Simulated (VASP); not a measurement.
# TaN (Fm-3m) in VASP: a series of runs

The runs below take TaN through single point, relaxation of cell and atoms, with PBE+D3(BJ).

All numbers are computed with VASP 6.6.1; they aren't measurements. Logs are shortened: lines on timing, memory, paths and dates and some standing lists are left out, and cuts for length are marked.

## (1) The cell of the first run

It takes space group Fm-3m (No. 225, cubic). The conventional cell has a = 4.385 Å, b = 4.385 Å, c = 4.385 Å, α = 90.00°, β = 90.00°, γ = 90.00°. Within 2.9 Å of Ta (site symmetry m-3m) lie 6 N at 2.19 Å. N (site symmetry m-3m) has 6 Ta at 2.19 Å within 2.9 Å.

## (2) Single point, PBE+D3(BJ)

Input file INCAR:

```
  PREC = Accurate
  ENCUT = 520
  EDIFF = 1E-6
  ISMEAR = 0
  SIGMA = 0.1
  LREAL = F
  LASPH = T
  NELM = 80
  ALGO = Normal
  ISIF = 2
  LWAVE = F
  LCHARG = F
  GGA = PE
  IVDW = 12
  NBANDS = 15
```

Input file KPOINTS:

```
regular mesh
0
Gamma
  16 16 16
```

Input file POSCAR:

```
TaN
1.0
    0.0000000000      2.1925578585      2.1925578585
    2.1925578585      0.0000000000      2.1925578585
    2.1925578585      2.1925578585      0.0000000000
Ta N
1 1
Direct
    0.5000000000      0.5000000000      0.5000000000
    0.0000000000      0.0000000000      0.0000000000
```

Potentials or basis: VASP PAW PBE potentials, release 64 (Ta_pv, N).

On the command line:

```console
$ cat potpaw_PBE.64/Ta_pv/POTCAR potpaw_PBE.64/N/POTCAR > POTCAR
$ mpirun -np 1 vasp_std > vasp.out
```

OUTCAR:

```text
PREC = Accurate
   ENCUT = 520
   EDIFF = 1E-6
   ISMEAR = 0
   LREAL = F
   LASPH = T
   NELM = 80
   ISIF = 2
   GGA = PE
   IVDW = 12
 IVDW          = 12

 ion  position               nearest neighbor table
   1  0.500  0.500  0.500-   2 2.19   2 2.19   2 2.19   2 2.19   2 2.19   2 2.19
   2  0.000  0.000  0.000-   1 2.19   1 2.19   1 2.19   1 2.19   1 2.19   1 2.19

  LATTYP: Found a face centered cubic cell.
 ALAT       =     4.3851157170

  Lattice vectors:

 A1 = (   0.0000000000,   2.1925578585,   2.1925578585)
 A2 = (   2.1925578585,   0.0000000000,   2.1925578585)
 A3 = (   2.1925578585,   2.1925578585,   0.0000000000)

Analysis of symmetry for initial positions (statically):
=====================================================================
 Subroutine PRICEL returns:
 Original cell was already a primitive cell.

 Routine SETGRP: Setting up the symmetry group for a
 face centered cubic supercell.

 Subroutine GETGRP returns: Found 48 space group operations
 (whereof 48 operations were pure point group operations)
 out of a pool of 48 trial point group operations.

The static configuration has the point symmetry O_h .

Analysis of symmetry for dynamics (positions and initial velocities):
=====================================================================
 Subroutine PRICEL returns:
 Original cell was already a primitive cell.

 Routine SETGRP: Setting up the symmetry group for a
 face centered cubic supercell.

 Subroutine GETGRP returns: Found 48 space group operations
 (whereof 48 operations were pure point group operations)
 out of a pool of 48 trial point group operations.

The dynamic configuration has the point symmetry O_h .

 Subroutine INISYM returns: Found 48 space group operations
 (whereof 48 operations are pure point group operations),
 and found     1 'primitive' translations

----------------------------------------------------------------------------------------

                                     Primitive cell

  volume of cell :      21.0806

  direct lattice vectors                    reciprocal lattice vectors
     0.000000000  2.192557858  2.192557858    -0.228044153  0.228044153  0.228044153
     2.192557858  0.000000000  2.192557858     0.228044153 -0.228044153  0.228044153
     2.192557858  2.192557858  0.000000000     0.228044153  0.228044153 -0.228044153

  length of vectors
     3.100745060  3.100745060  3.100745060     0.394984060  0.394984060  0.394984060

  position of ions in fractional coordinates (direct lattice)
     0.500000000  0.500000000  0.500000000
     0.000000000  0.000000000  0.000000000

  ion indices of the primitive-cell ions
   primitive index   ion index
                 1           1
                 2           2

----------------------------------------------------------------------------------------

 KPOINTS: regular mesh

Automatic generation of k-mesh.
 Grid dimensions read from file:
 generate k-points for:   16   16   16

 Generating k-lattice:

  Cartesian coordinates                     Fractional coordinates (reciprocal lattice)
    -0.014252760  0.014252760  0.014252760     0.062500000  0.000000000  0.000000000
     0.014252760 -0.014252760  0.014252760     0.000000000  0.062500000  0.000000000
     0.014252760  0.014252760 -0.014252760     0.000000000  0.000000000  0.062500000

  Length of vectors
     0.024686504  0.024686504  0.024686504

  Shift w.r.t. Gamma in fractional coordinates (k-lattice)
     0.000000000  0.000000000  0.000000000

 Subroutine IBZKPT returns following result:
 ===========================================

 Found    145 irreducible k-points:

 Following reciprocal coordinates:
            Coordinates               Weight
  0.000000  0.000000  0.000000      1.000000
  0.062500  0.000000  0.000000      8.000000
  0.125000  0.000000  0.000000      8.000000
  0.187500  0.000000  0.000000      8.000000
  0.250000  0.000000  0.000000      8.000000
  0.312500  0.000000  0.000000      8.000000
[... 16 lines left out ...]
 -0.125000  0.062500  0.000000     24.000000
 -0.062500  0.062500  0.000000     12.000000
 [... further k-points ...]
   k-points           NKPTS =    145   k-points in BZ     NKDIM =    145   number of bands    NBANDS=     15
   number of dos      NEDOS =    301   number of ions     NIONS =      2
   total plane-waves  NPLWV =  13824
   dimension x,y,z NGX =    24 NGY =   24 NGZ =   24
   dimension x,y,z NGXF=    48 NGYF=   48 NGZF=   48
   ions per type =               1   1
   NGX,Y,Z   is equivalent  to a cutoff of  12.87, 12.87, 12.87 a.u.
   NGXF,Y,Z  is equivalent  to a cutoff of  25.74, 25.74, 25.74 a.u.
 SYSTEM =  unknown system
   PREC   = accura    normal or accurate (medium, high low for compatibility)
   ISTART =      0    job   : 0-new  1-cont  2-samecut
   ICHARG =      2    charge: 1-file 2-atom 10-const
   ISPIN  =      1    spin polarized calculation?
   LNONCOLLINEAR =      F non collinear calculations
   LSORBIT =      F    spin-orbit coupling
   LASPH  =      T    aspherical Exc in radial PAW
   ENCUT  =  520.0 eV  38.22 Ry    6.18 a.u.   5.77  5.77  5.77*2*pi/ulx,y,z
   NELM   =     80;   NELMIN=  2; NELMDL= -5     # of ELM steps
   EDIFF  = 0.1E-05   stopping-criterion for ELM
   LREAL  =      F    real-space projection
   EDIFFG = 0.1E-04   stopping-criterion for IOM
   NSW    =      0    number of steps for IOM
   IBRION =     -1    ionic relax: 0-MD 1-quasi-New 2-CG
   NFREE  =      0    steps in history (QN), initial steepest desc. (CG)
   ISIF   =      2    stress and relaxation
   ISYM   =      2    0-nonsym 1-usesym 2-fastsym
   POTIM  = 0.5000    time-step for ionic-motion
   TEBEG  =    0.0;   TEEND  =   0.0 temperature during run
   PSTRESS=    0.0 pullay stress
   NELECT =      16.0000    total number of electrons
   NUPDOWN=      -1.0000    fix difference up-down
   EMIN   =  10.00;   EMAX   =-10.00  energy-range for DOS
   EFERMI =   0.00;   METHOD = LEGACY
   ISMEAR =     0;   SIGMA  =   0.10  broadening in eV -4-tet -1-fermi 0-gaus
   EFERMI_NEDOS =   21; number of points for ismear=-14 and -15
   IALGO  =     38    algorithm
   IMIX   =      4    mixing-type and parameters
     AMIX     =   0.40;   BMIX     =  1.00
     AMIX_MAG =   1.60;   BMIX_MAG =  1.00
  volume/ion in A,a.u.               =      10.54        71.13
  Fermi-wavevector in a.u.,A,eV,Ry     =   1.493323  2.821971 30.341178  2.230014
  Thomas-Fermi vector in A             =   2.605738
   LORBIT       =      0    0 simple, 1 ext, 2 COOP (PROOUT), +10 PAW based schemes
   GGA     = PE    functional components
   LHFCALC =     F    Hartree Fock is set to
   AEXX    =    0.0000 exact exchange contribution
   IVDW    =    12    specifies the selected vdW correction
   LEPSILON=     F    determine dielectric tensor
   LRPA    =     F    only Hartree local field effects (RPA)
 non-spin polarized calculation
 Gauss-broadening in eV      SIGMA  =   0.10
  energy-cutoff  :      520.00
  volume of cell :       21.08
 maximum number of plane-waves:       588
   NGX = 11   NGY = 11   NGZ = 11

 number of electron      16.0000002 magnetization

 Free energy of the ion-electron system (eV)
  ---------------------------------------------------
  ext. energy  EPLUGINS =         0.00000000
  ---------------------------------------------------
  free energy    TOTEN  =       -21.81276090 eV

  energy without entropy =      -21.80710607  energy(sigma->0) =      -21.80993348

 E-fermi :   9.6386     XC(G=0): -13.4858

 val. band max:        9.6258267509   @ k =  -0.2500   0.3750   0.1250
 cond. band min:       9.6418780173   @ k =  -0.3125   0.3125   0.1250
 fundamental gap:      0.0160512664
 Fermi energy:         9.6386173807

 k-point     1 :       0.0000    0.0000    0.0000
  band No.  band energies     occupation
      1     -26.1151      2.00000
      2     -26.1151      2.00000
      3     -26.1151      2.00000
      4      -9.2908      2.00000
      5       5.7923      2.00000
      6       5.7923      2.00000
      7       5.7923      2.00000
      8       7.5156      2.00000
      9       7.5156      2.00000
     10       7.5156      2.00000
     11       9.7118      0.30095
     12       9.7118      0.30094
     13      11.2383      0.00000
     14      19.0545      0.00000
     15      22.0281      0.00000

 k-point     2 :       0.0625    0.0000    0.0000
  band No.  band energies     occupation
      1     -26.1514      2.00000
      2     -26.1184      2.00000
      3     -26.1184      2.00000
      4      -9.1942      2.00000
      5       5.2785      2.00000
      6       5.4485      2.00000
      7       5.4485      2.00000
      8       7.6750      2.00000
      9       7.6750      2.00000
     10       7.7442      2.00000
     11      10.1079      0.00000
     12      10.1079      0.00000
     13      11.5296      0.00000
     14      19.3530      0.00000
     15      22.0279      0.00000

 k-point     3 :       0.1250    0.0000    0.0000
  band No.  band energies     occupation
      1     -26.2535      2.00000
      2     -26.1277      2.00000
      3     -26.1277      2.00000
      4      -8.9149      2.00000
      5       4.2359      2.00000
      6       4.7366      2.00000
      7       4.7366      2.00000
      8       8.0466      2.00000
      9       8.0466      2.00000
     10       8.0840      2.00000
     11      11.0715      0.00000
     12      11.0715      0.00000
     13      12.2729      0.00000
     14      20.1794      0.00000
     15      22.0276      0.00000

 k-point     4 :       0.1875    0.0000    0.0000
  band No.  band energies     occupation
      1     -26.4026      2.00000
      2     -26.1416      2.00000
      3     -26.1416      2.00000
      4      -8.4832      2.00000
      5       3.0701      2.00000
      6       3.9797      2.00000
      7       3.9797      2.00000
      8       8.4283      2.00000
      9       8.5779      2.00000
     10       8.5779      2.00000
     11      12.2945      0.00000
     12      12.2945      0.00000
     13      13.2076      0.00000
     14      21.2954      0.00000
     15      22.0272      0.00000
[... 307 lines left out ...]
 k-point    22 :      -0.1875    0.0625    0.0000
  band No.  band energies     occupation
      1     -26.4645      2.00000
      2     -26.1810      2.00000
      3     -26.1354      2.00000
      4      -8.2576      2.00000
      5       2.5138      2.00000
      6       3.4923      2.00000
      7       3.9727      2.00000
      8       8.4964      2.00000
      9       8.4994      2.00000
     10       9.4872      1.96770
     11      11.7848      0.00000
     12      13.4685      0.00000
     13      13.9126      0.00000
     14      21.8286      0.00000
     15      22.0294      0.00000

 k-point    23 :      -0.1250    0.0625    0.0000
  band No.  band energies     occupation
      1     -26.3128      2.00000
      2     -26.1599      2.00000
      3     -26.1233      2.00000
      4      -8.7145      2.00000
      5       3.5798      2.00000
      6       4.1795      2.00000
      7       4.6585      2.00000
      8       7.9909      2.00000
      9       8.2082      2.00000
     10       8.8122      2.00000
     11      10.7424      0.00000
     12      12.1797      0.00000
     13      12.9435      0.00000
     14      20.7603      0.00000
     15      22.0272      0.00000

 k-point    24 :      -0.0625    0.0625    0.0000
  band No.  band energies     occupation
      1     -26.2017      2.00000
      2     -26.1379      2.00000
      3     -26.1173      2.00000
      4      -9.0387      2.00000
      5       4.5774      2.00000
      6       4.8964      2.00000
      7       5.2426      2.00000
      8       7.6919      2.00000
      9       7.9102      2.00000
     10       8.2261      2.00000
     11      10.1367      0.00000
     12      11.0037      0.00000
     13      12.0468      0.00000
     14      19.8270      0.00000
     15      22.0277      0.00000

 [... further k-points ...]

------------------------ aborting loop because EDIFF is reached ----------------------------------------

 Edisp (eV)   -0.95331

 E8    (eV) :    -0.4409

  FORCE on cell =-STRESS in cart. coord.  units (eV):
  Direction    XX          YY          ZZ          XY          YZ          ZX
  --------------------------------------------------------------------------------------
  -------------------------------------------------------------------------------------
  Total       0.11638     0.11638     0.11638     0.00000    -0.00000     0.00000
  in kB       8.84522     8.84522     8.84522     0.00000    -0.00000     0.00000
  external pressure =        8.85 kB  Pullay stress =        0.00 kB

 VOLUME and BASIS-vectors are now :
 -----------------------------------------------------------------------------
  energy-cutoff  :      520.00
  volume of cell :       21.08
      direct lattice vectors                 reciprocal lattice vectors
     0.000000000  2.192557858  2.192557858    -0.228044153  0.228044153  0.228044153
     2.192557858  0.000000000  2.192557858     0.228044153 -0.228044153  0.228044153
     2.192557858  2.192557858  0.000000000     0.228044153  0.228044153 -0.228044153

 POSITION                                       TOTAL-FORCE (eV/Angst)
 -----------------------------------------------------------------------------------
      2.19256      2.19256      2.19256         0.000000      0.000000     -0.000000
      0.00000      0.00000      0.00000        -0.000000     -0.000000      0.000000
 -----------------------------------------------------------------------------------
    total drift:                                0.000000     -0.000000     -0.000000

  FREE ENERGIE OF THE ION-ELECTRON SYSTEM (eV)
  ---------------------------------------------------
  free  energy   TOTEN  =       -22.7660723784 eV

  energy  without entropy=      -22.7604175456  energy(sigma->0) =      -22.76324496
```

It took 27 s on 1 thread of AMD EPYC 7R13 (Zen 3), shared host; peak memory 0.15 GiB.

Results:

| Property | Result |
| --- | --- |
| Free energy | -22.7661 eV |
| Pressure | 0.9 GPa |
| Band gap on the k mesh | zero (band 8 reaches 11.57 eV, above the bottom of band 9 at 7.52 eV) |
| Dispersion energy per atom | -0.477 eV |

Caveat: spin-orbit coupling is left out, which moves the levels of the heavy elements; pairwise dispersion overbinds metals, which lowers pressure and volume.

## (3) Relaxation of cell and atoms, PBE+D3(BJ)

This run uses another cell than the first one, of 10.35 Å³/atom, 0.982 times its volume.

Input file INCAR:

```
SYSTEM = TaN
PREC = Accurate
ENCUT = 600
EDIFF = 1E-6
ISMEAR = 0
SIGMA = 0.1
LREAL = .False.
LASPH = .True.
NELM = 80
ALGO = Normal
ISIF = 3
LWAVE = .False.
LCHARG = .False.
GGA = PE
IVDW = 12
IBRION = 2
NSW = 100
EDIFFG = -0.005
```

Input file KPOINTS:

```
Automatic mesh
0
Gamma
  16 16 16
  0 0 0
```

Input file POSCAR:

```
TaN
1.0
    0.0000000000      2.1790000000      2.1790000000
    2.1790000000      0.0000000000      2.1790000000
    2.1790000000      2.1790000000      0.0000000000
Ta N
1 1
Direct
    0.5000000000      0.5000000000      0.5000000000
    0.0000000000      0.0000000000      0.0000000000
```

Potentials or basis: VASP PAW PBE potentials, release 64 (Ta_pv, N).

On the command line:

```console
$ cat potpaw_PBE.64/Ta_pv/POTCAR potpaw_PBE.64/N/POTCAR > POTCAR
$ mpirun -np 1 vasp_std > vasp.out
```

It took 1.8 min on 1 thread of AMD EPYC 7R13 (Zen 3), shared host; peak memory 0.18 GiB.

The run converged. Its results:

- Free energy: -22.7678 eV
- Relaxed volume: 10.56 Å³/atom
- Relaxed cell: a = 3.103 Å, b = 3.103 Å, c = 3.103 Å, α = 60.00°, β = 60.00°, γ = 60.00°
- Space group after relaxing (to 0.05 Å): Fm-3m (No. 225)
- Energy gained by relaxing: 5.1 meV/atom
- Ionic steps: 4
- Pressure after relaxing: 0.0 GPa
- Band gap on the k mesh: zero (band 8 reaches 11.54 eV, above the bottom of band 9 at 7.50 eV)
- Dispersion energy per atom: -0.476 eV

Step by step:
```tsv
step	energy change (eV)	largest force (eV/Å)	pressure (GPa)	volume (Å³)
1	0.0000	0.0000	7.62	20.69
2	0.0438	0.0000	-15.38	22.20
3	-0.0102	0.0000	-0.10	21.14
4	-0.0102	0.0000	0.03	21.13
```

Final structure:
```cif
data_structure
_symmetry_space_group_name_H-M 'P 1'
_symmetry_Int_Tables_number 1
_cell_length_a 3.1030
_cell_length_b 3.1030
_cell_length_c 3.1030
_cell_angle_alpha 60.000
_cell_angle_beta 60.000
_cell_angle_gamma 60.000
_cell_volume 21.13
loop_
_atom_site_label
_atom_site_type_symbol
_atom_site_fract_x
_atom_site_fract_y
_atom_site_fract_z
_atom_site_occupancy
Ta1 Ta 0.50000 0.50000 0.50000 1
N1 N 0.00000 0.00000 0.00000 1
```

Levels at points of the mesh, in eV from the Fermi level:
| k point | band 6 | band 7 | band 8 | band 9 | band 10 | band 11 |
| --- | --- | --- | --- | --- | --- | --- |
| (0.00, 0.00, 0.00) | -3.84 | -3.84 | -2.12 | -2.12 | -2.12 | 0.07 |
| (0.50, 0.00, 0.00) | -7.62 | -7.62 | 1.93 | 1.93 | 2.02 | 3.85 |
| (0.50, 0.50, 0.00) | -5.51 | -4.65 | -4.65 | 2.15 | 3.59 | 3.59 |

Caveat: spin-orbit coupling is left out, which moves the levels of the heavy elements; pairwise dispersion overbinds metals, which lowers pressure and volume. Zero-point motion and thermal expansion aren't in these numbers.
